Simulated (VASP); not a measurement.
Input of a VASP 6.6.1 run:

Contents of POSCAR:

```
Rb2ClF
1.0
    2.1896712257      1.2642072716      7.2732884225
   -2.1896712257      1.2642072716      7.2732884225
    0.0000000000     -2.5284145432      7.2732884225
F Cl Rb
1 1 2
Direct
    1.0000000000      0.0000000000      0.0000000000
    0.5000000000      0.5000000000      0.5000000000
    0.2633912846      0.2633912846      0.2633912846
    0.7366087154      0.7366087154      0.7366087154
```

File INCAR.step1:

```
PREC = Accurate
ENCUT = 520
ISMEAR = 0
SIGMA = 0.01
LREAL = False
LASPH = True
NELM = 80
NBANDS = 24
GGA = PE
ALGO = Normal
EDIFF = 1E-4
LWAVE = True
LCHARG = False
```

Contents of INCAR.step2:

```
PREC = Accurate
ENCUT = 520
EDIFF = 1E-7
ISMEAR = 0
SIGMA = 0.01
LREAL = False
LASPH = True
NELM = 80
ALGO = Normal
ISIF = 2
LWAVE = False
LCHARG = False
METAGGA = R2SCAN
LMIXTAU = True
NBANDS = 24
ISTART = 1
```

KPOINTS

```
Automatic mesh
0
Gamma
  6 6 6
```

Potentials or basis: VASP PAW PBE potentials, release 64 (F, Cl, Rb_sv).

Launch:

```bash
$ cat potpaw_PBE.64/F/POTCAR potpaw_PBE.64/Cl/POTCAR potpaw_PBE.64/Rb_sv/POTCAR > POTCAR
$ cp INCAR.step1 INCAR
$ mpirun -np 1 vasp_std > vasp.out
$ cp INCAR.step2 INCAR
$ mpirun -np 1 vasp_std > vasp.out
```

Predict the band gap on the k mesh.

5.27 eV.

Predict the pressure.

-1.2 GPa.

What does it give for the largest force?

0.055 eV/Å.

Forces in eV/Å, atoms in the order of the input:
```
F    0.000  0.000  0.000
Cl   0.000  0.000  0.000
Rb   0.000  0.000 -0.055
Rb   0.000  0.000  0.055
```

Caveat: the PAW data sets were made with another functional, which shifts forces and pressure a little. A k mesh can miss the band edges.
